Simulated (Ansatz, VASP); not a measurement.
**Sn: VASP beside Ansatz**

INCAR

```
SYSTEM = Sn
ALGO = Normal
EDIFF = 1E-7
ENCUT = 520
GGA = PE
ISIF = 2
ISMEAR = -1
LASPH = .True.
LCHARG = .False.
LREAL = .False.
LWAVE = .False.
NBANDS = 21
NELM = 60
PREC = Accurate
SIGMA = 0.05
```

The input KPOINTS:

```
k-points
0
Gamma
  8 8 8
  0 0 0
```

The input POSCAR:

```
Sn
1.0
   -2.9695418599      2.9695418599      1.5993019889
    2.9695418599     -2.9695418599      1.5993019889
    2.9107390507      2.9107390507     -1.5993019889
Sn
2
Direct
    0.0000000000      0.0000000000      0.0000000000
    0.7500000000      0.2500000000      0.5000000000
```

input.yaml

```yaml
crystal:
  lattice:
    - [-2.9695418599, 2.9695418599, 1.5993019889]
    - [2.9695418599, -2.9695418599, 1.5993019889]
    - [2.9107390507, 2.9107390507, -1.5993019889]
  atoms:
    - { symbol: Sn, position: [0.0, 0.0, 0.0] }
    - { symbol: Sn, position: [0.75, 0.25, 0.5] }
hamiltonian:
  xc: pbe
  pseudopotentials: { kind: paw }
kpoints:
  mp_grid: { grid: [8, 8, 8] }
scf:
  occupations: { method: fermi_dirac, width: 0.05 }
output:
  forces: true
  stress: true
  eigenvalues: true
```

Alike in both runs: task single point; functional PBE; k mesh 8 × 8 × 8; occupations fermi-dirac, width 0.05 eV; no spin polarisation.

|  | VASP | Ansatz |
| --- | --- | --- |
| version | VASP 6.6.1 | Ansatz 0.2.0 |
| potentials or method | VASP PAW PBE potentials, release 64 (Sn_d) | Ansatz PAW |
| plane-wave cutoff (eV) | 520 | 420 |
| valence electrons in the cell | 28 | 28 |

VASP gave:

```
gap on the k mesh at the Fermi level (eV)                     : none
pressure (GPa)                                                : 1.4
traceless stress, the component that is largest in VASP (GPa) : 0.85
```

Question: What did Ansatz give for the same quantities?

Answer: gap on the k mesh at the Fermi level (eV): none; pressure (GPa): 1.5; traceless stress, the component that is largest in VASP (GPa): 0.85.

A gap of «none» marks a metal or a gap that the smearing closes.
